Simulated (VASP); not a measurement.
Wanted: the native input for a VASP 6.6.1 run.

| Quantity | Value |
| --- | --- |
| Task | relaxation of cell and atoms |
| Functional | PBE |
| Potentials or basis | VASP PAW PBE potentials, release 64 (K_sv, H_h) |
| Cutoff | 1230 eV |
| k mesh | 6 × 6 × 6 |
| Occupations | gaussian, width 0.1 eV |
| Spin | no spin polarisation |
| Dipole correction | no |
| Further INCAR settings | ALGO = Normal; EDIFF = 1e-07; IBRION = 2; EDIFFG = -0.01; NSW = 100; ISIF = 3 |

The structure of K2H5 lies in POSCAR:

```
K2H5
1.0
    5.8781360962      0.0000000000      0.0000000000
   -2.9390680481      5.0906151862      0.0000000000
    0.0000000000      0.0000000000      7.3868158233
K H
2 5
Direct
    0.3333333333      0.6666666667      0.0000000000
    0.6666666667      0.3333333333      0.0000000000
    0.3333333333      0.6666666667      0.5517858786
    0.6666666667      0.3333333333      0.5517858786
    0.3333333333      0.6666666667      0.4482141214
    0.6666666667      0.3333333333      0.4482141214
    0.0000000000      0.0000000000      0.0000000000
```

The cell was generated, and may not be a known phase.

The input as run:

INCAR

```
ALGO = Normal ; EDIFF = 1E-7
EDIFFG = -0.01 ; ENCUT = 1230
GGA = PE ; GGA_COMPAT = False
IBRION = 2 ; ISIF = 3
ISMEAR = 0 ; LASPH = True
LCHARG = False ; LREAL = False
LWAVE = False ; NELM = 120
NELMIN = 4 ; NSW = 100
PREC = Accurate ; SIGMA = 0.1
```

KPOINTS

```
k-points
0
Gamma
  6 6 6
```

Potentials or basis: VASP PAW PBE potentials, release 64 (K_sv, H_h).

The run is started by

```bash
$ cat potpaw_PBE.64/K_sv/POTCAR potpaw_PBE.64/H_h/POTCAR > POTCAR
$ mpirun -np 1 vasp_std > vasp.out
```

Results of the run:

* Pressure after relaxing: 0.0 GPa
* Band gap on the k mesh: zero (an odd number of electrons rules out a gap without spin polarisation)

Caveat: the relaxation stopped at its first step, so nothing moved; an odd number of electrons without spin polarisation forces a metal; a magnetic or distorted state may lie lower.

Run time: 6.9 min on 1 thread of AMD EPYC 7R13 Processor (Zen 3) (shared host), peak memory 0.94 GiB.
